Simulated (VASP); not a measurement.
# MgO (Fm-3m) in VASP: notebook, part 3 of 3

VASP 6.6.1.

### Step 5. Vibrations by perturbation theory, LDA

This run uses another cell than the first one, of 8.58 Å³/atom, 1.049 times its volume.

The input, INCAR:

```
SYSTEM = MgO
PREC = Accurate
ENCUT = 520
EDIFF = 1E-8
ISMEAR = 0
SIGMA = 0.01
LREAL = .FALSE.
LASPH = .TRUE.
NELM = 60
ALGO = Normal
ISIF = 2
LWAVE = .FALSE.
LCHARG = .FALSE.
NBANDS = 11
IBRION = 8
NSW = 1
LEPSILON = .TRUE.
```

The input, KPOINTS:

```
regular mesh
0
G
  10 10 10
  0 0 0
```

The input, POSCAR:

```
MgO
1.0
    0.0000000000      2.0470579066      2.0470579066
    2.0470579066      0.0000000000      2.0470579066
    2.0470579066      2.0470579066      0.0000000000
Mg O
1 1
Direct
    0.0000000000      0.0000000000      0.0000000000
    0.5000000000      0.5000000000      0.5000000000
```

Potentials or basis: VASP PAW LDA potentials, release 64 (Mg, O).

Run with:

```sh
$ cat potpaw_LDA.64/Mg/POTCAR potpaw_LDA.64/O/POTCAR > POTCAR
$ mpirun -np 1 vasp_std > vasp.out
```

OUTCAR:

```text
SYSTEM = MgO
   PREC = Accurate
   ENCUT = 520
   EDIFF = 1E-8
   ISMEAR = 0
   LREAL = .FALSE.
   LASPH = .TRUE.
   NELM = 60
   ISIF = 2
   IBRION = 8
   NSW = 1
   LEPSILON = .TRUE.

 ion  position               nearest neighbor table
   1  0.000  0.000  0.000-   2 2.05   2 2.05   2 2.05   2 2.05   2 2.05   2 2.05
   2  0.500  0.500  0.500-   1 2.05   1 2.05   1 2.05   1 2.05   1 2.05   1 2.05

  LATTYP: Found a face centered cubic cell.
 ALAT       =     4.0941158132

  Lattice vectors:

 A1 = (   0.0000000000,   2.0470579066,   2.0470579066)
 A2 = (   2.0470579066,   0.0000000000,   2.0470579066)
 A3 = (   2.0470579066,   2.0470579066,   0.0000000000)

Analysis of symmetry for initial positions (statically):
=====================================================================
 Subroutine PRICEL returns:
 Original cell was already a primitive cell.

 Routine SETGRP: Setting up the symmetry group for a
[... 635 lines left out ...]

 SECOND DERIVATIVES (NOT SYMMETRIZED)
 ------------------------------------
               1X          1Y          1Z          2X          2Y          2Z
  1X    -7.528745    0.000000    0.000000    7.528745    0.000000    0.000000
  1Y     0.000000   -7.528745    0.000000    0.000000    7.528745    0.000000
  1Z     0.000000    0.000000   -7.528745    0.000000    0.000000    7.528745
  2X     7.519874    0.000000    0.000000   -7.519874    0.000000    0.000000
  2Y     0.000000    7.519874    0.000000    0.000000   -7.519874    0.000000
  2Z     0.000000    0.000000    7.519874    0.000000    0.000000   -7.519874

 Eigenvectors and eigenvalues of the dynamical matrix
 ----------------------------------------------------

   1 f  =   13.804776 THz    86.737964 2PiTHz  460.477750 cm-1    57.091939 meV
             X         Y         Z           dx          dy          dz
      0.000000  0.000000  0.000000     0.000000    0.630282    0.000000
      2.047058  2.047058  2.047058     0.000000   -0.776366    0.000000
[... 21 lines left out ...]
   6 f/i=    0.003982 THz     0.025019 2PiTHz    0.132822 cm-1     0.016468 meV
             X         Y         Z           dx          dy          dz
      0.000000  0.000000  0.000000     0.000000    0.000000    0.776366
      2.047058  2.047058  2.047058     0.000000    0.000000    0.630282

--------------------------------------------------------------------------------------------------------

 MACROSCOPIC STATIC DIELECTRIC TENSOR IONIC CONTRIBUTION
 ------------------------------------------------------
           5.239197    -0.000000     0.000000
          -0.000000     5.239197    -0.000000
           0.000000    -0.000000     5.239197
 ------------------------------------------------------

 ELASTIC MODULI CONTR FROM IONIC RELAXATION (kBar)
 Direction    XX          YY          ZZ          XY          YZ          ZX
 --------------------------------------------------------------------------------
 XX           0.0000      0.0000      0.0000      0.0000      0.0000      0.0000
 YY           0.0000      0.0000      0.0000      0.0000      0.0000      0.0000
 ZZ           0.0000      0.0000      0.0000      0.0000      0.0000      0.0000
 XY           0.0000      0.0000      0.0000      0.0000      0.0000      0.0000
 YZ           0.0000      0.0000      0.0000      0.0000      0.0000      0.0000
 ZX           0.0000      0.0000      0.0000      0.0000      0.0000      0.0000
 --------------------------------------------------------------------------------

 PIEZOELECTRIC TENSOR IONIC CONTR  for field in x, y, z        (C/m^2)
          XX          YY          ZZ          XY          YZ          ZX
  --------------------------------------------------------------------------------
  x     0.00000     0.00000     0.00000     0.00000     0.00000     0.00000
  y     0.00000     0.00000     0.00000     0.00000     0.00000     0.00000
  z     0.00000     0.00000     0.00000     0.00000     0.00000     0.00000
```

Wall time 77 s (1 thread of Intel Xeon 6975P-C, shared host); peak memory 0.19 GiB.

Results:

```
Electronic dielectric tensor (diagonal)                 : 3.05
Born charges (mean of the diagonal)                     : Mg +1.93; O -1.93 e
Highest phonon frequency at Γ, LO-TO splitting left out : 460 cm⁻¹
```

Phonon frequencies in cm⁻¹ (negative: imaginary):
```csv
q point,frequencies
"(0.000, 0.000, 0.000)",0 0 0 460 460 460
```

Electronic dielectric tensor:
```
3.05 0.00 0.00
0.00 3.05 0.00
0.00 0.00 3.05
```

Born effective charge tensors (e):
atom 1, Mg
```
1.93 0.00 0.00
0.00 1.93 0.00
0.00 0.00 1.93
```
atom 2, O
```
-1.93  0.00  0.00
 0.00 -1.93  0.00
 0.00  0.00 -1.93
```

Caveat: the cell wasn't relaxed at this level first, which shifts response properties.

### Step 6. Vibrations by perturbation theory, LDA

This run uses another cell than the first one, of 7.75 Å³/atom, 0.948 times its volume.

The input, INCAR:

```
SYSTEM = MgO
ALGO = Normal ; EDIFF = 1E-8
ENCUT = 520 ; GGA = CA
IBRION = 8 ; ISIF = 2
ISMEAR = 0 ; LASPH = .True.
LCHARG = .False. ; LEPSILON = .True.
LREAL = .False. ; LWAVE = .False.
NBANDS = 11 ; NELM = 60
NSW = 1 ; PREC = Accurate
SIGMA = 0.01
```

The input, KPOINTS:

```
k-points
0
Gamma
  10 10 10
  0 0 0
```

The input, POSCAR:

```
MgO
1.0
    0.0000000000      1.9788009607      1.9788009607
    1.9788009607      0.0000000000      1.9788009607
    1.9788009607      1.9788009607      0.0000000000
Mg O
1 1
Direct
    0.0000000000      0.0000000000      0.0000000000
    0.5000000000      0.5000000000      0.5000000000
```

Potentials or basis: VASP PAW LDA potentials, release 64 (Mg, O).

Run with:

```sh
$ cat potpaw_LDA.64/Mg/POTCAR potpaw_LDA.64/O/POTCAR > POTCAR
$ mpirun -np 1 vasp_std > vasp.out
```

OUTCAR:

```text
SYSTEM = MgO
   EDIFF = 1E-8
   ENCUT = 520
   GGA = CA
   IBRION = 8
   ISIF = 2
   ISMEAR = 0
   LASPH = .True.
   LEPSILON = .True.
   LREAL = .False.
   NELM = 60
   NSW = 1
   PREC = Accurate

 ion  position               nearest neighbor table
   1  0.000  0.000  0.000-   2 1.98   2 1.98   2 1.98   2 1.98   2 1.98   2 1.98
   2  0.500  0.500  0.500-   1 1.98   1 1.98   1 1.98   1 1.98   1 1.98   1 1.98

  LATTYP: Found a face centered cubic cell.
 ALAT       =     3.9576019214

  Lattice vectors:

 A1 = (   0.0000000000,   1.9788009607,   1.9788009607)
 A2 = (   1.9788009607,   0.0000000000,   1.9788009607)
 A3 = (   1.9788009607,   1.9788009607,   0.0000000000)

Analysis of symmetry for initial positions (statically):
=====================================================================
 Subroutine PRICEL returns:
 Original cell was already a primitive cell.

 Routine SETGRP: Setting up the symmetry group for a
 face centered cubic supercell.

 Subroutine GETGRP returns: Found 48 space group operations
 (whereof 48 operations were pure point group operations)
 out of a pool of 48 trial point group operations.

The static configuration has the point symmetry O_h .

Analysis of symmetry for dynamics (positions and initial velocities):
=====================================================================
 Subroutine PRICEL returns:
 Original cell was already a primitive cell.

[... 596 lines left out ...]
  z     0.00000     0.00000     0.00000     0.00000     0.00000     0.00000

 PIEZOELECTRIC TENSOR (including local field effects)  for field in x, y, z        (C/m^2)
          XX          YY          ZZ          XY          YZ          ZX
  --------------------------------------------------------------------------------
  x     0.00000     0.00000     0.00000     0.00000     0.00000     0.00000
  y     0.00000     0.00000     0.00000     0.00000     0.00000     0.00000
  z     0.00000     0.00000     0.00000     0.00000     0.00000     0.00000

 BORN EFFECTIVE CHARGES (including local field effects) (in |e|, cummulative output)
 ---------------------------------------------------------------------------------
 ion    1
    1     1.89396     0.00000     0.00000
    2    -0.00000     1.89396     0.00000
    3     0.00000     0.00000     1.89396
 ion    2
    1    -1.89396    -0.00000     0.00000
    2     0.00000    -1.89396     0.00000
    3     0.00000     0.00000    -1.89396

 INTERNAL STRAIN TENSOR FOR ION    2 for displacements in x,y,z  (eV/Angst):
          X           Y           Z          XY          YZ          ZX
  --------------------------------------------------------------------------------
  x     0.00000     0.00000     0.00000     0.00000     0.00000     0.00000
  y     0.00000     0.00000     0.00000     0.00000     0.00000     0.00000
  z     0.00000     0.00000     0.00000     0.00000     0.00000     0.00000

 SECOND DERIVATIVES (NOT SYMMETRIZED)
 ------------------------------------
               1X          1Y          1Z          2X          2Y          2Z
  1X   -11.308394    0.000000    0.000000   11.308394    0.000000    0.000000
  1Y     0.000000  -11.308394    0.000000    0.000000   11.308394    0.000000
  1Z     0.000000    0.000000  -11.308394    0.000000    0.000000   11.308394
  2X    11.324625    0.000000    0.000000  -11.324625    0.000000    0.000000
  2Y     0.000000   11.324625    0.000000    0.000000  -11.324625    0.000000
  2Z     0.000000    0.000000   11.324625    0.000000    0.000000  -11.324625

 Eigenvectors and eigenvalues of the dynamical matrix
 ----------------------------------------------------

   1 f  =   16.932097 THz   106.387503 2PiTHz  564.793959 cm-1    70.025495 meV
             X         Y         Z           dx          dy          dz
      0.000000  0.000000  0.000000    -0.629786    0.000000   -0.000000
      1.978801  1.978801  1.978801     0.776769   -0.000000   -0.000000
[... 21 lines left out ...]
   6 f/i=    0.005940 THz     0.037323 2PiTHz    0.198141 cm-1     0.024566 meV
             X         Y         Z           dx          dy          dz
      0.000000  0.000000  0.000000    -0.381501    0.504689   -0.450684
      1.978801  1.978801  1.978801    -0.309312    0.409190   -0.365403

--------------------------------------------------------------------------------------------------------

 MACROSCOPIC STATIC DIELECTRIC TENSOR IONIC CONTRIBUTION
 ------------------------------------------------------
           3.701337    -0.000000     0.000000
          -0.000000     3.701337     0.000000
           0.000000     0.000000     3.701337
 ------------------------------------------------------

 ELASTIC MODULI CONTR FROM IONIC RELAXATION (kBar)
 Direction    XX          YY          ZZ          XY          YZ          ZX
 --------------------------------------------------------------------------------
 XX           0.0000      0.0000      0.0000      0.0000      0.0000      0.0000
 YY           0.0000      0.0000      0.0000      0.0000      0.0000      0.0000
 ZZ           0.0000      0.0000      0.0000      0.0000      0.0000      0.0000
 XY           0.0000      0.0000      0.0000      0.0000      0.0000      0.0000
 YZ           0.0000      0.0000      0.0000      0.0000      0.0000      0.0000
 ZX           0.0000      0.0000      0.0000      0.0000      0.0000      0.0000
 --------------------------------------------------------------------------------

 PIEZOELECTRIC TENSOR IONIC CONTR  for field in x, y, z        (C/m^2)
          XX          YY          ZZ          XY          YZ          ZX
  --------------------------------------------------------------------------------
  x     0.00000     0.00000     0.00000     0.00000     0.00000     0.00000
  y     0.00000     0.00000     0.00000     0.00000     0.00000     0.00000
  z     0.00000     0.00000     0.00000     0.00000     0.00000     0.00000
```

It took 82 s on 1 thread of Intel Xeon 6975P-C, shared host; peak memory 0.18 GiB.

What came out:

```
Electronic dielectric tensor (diagonal)                 : 2.97
Born charges (mean of the diagonal)                     : Mg +1.89; O -1.89 e
Highest phonon frequency at Γ, LO-TO splitting left out : 565 cm⁻¹
```

Phonon frequencies in cm⁻¹ (negative: imaginary):
```csv
q point,frequencies
"(0.000, 0.000, 0.000)",0 0 0 565 565 565
```

Electronic dielectric tensor:
```
2.97 0.00 0.00
0.00 2.97 0.00
0.00 0.00 2.97
```

Born effective charge tensors (e):
atom 1, Mg
```
1.89 0.00 0.00
0.00 1.89 0.00
0.00 0.00 1.89
```
atom 2, O
```
-1.89  0.00  0.00
 0.00 -1.89  0.00
 0.00  0.00 -1.89
```

Caveat: the cell wasn't relaxed at this level first, which shifts response properties.
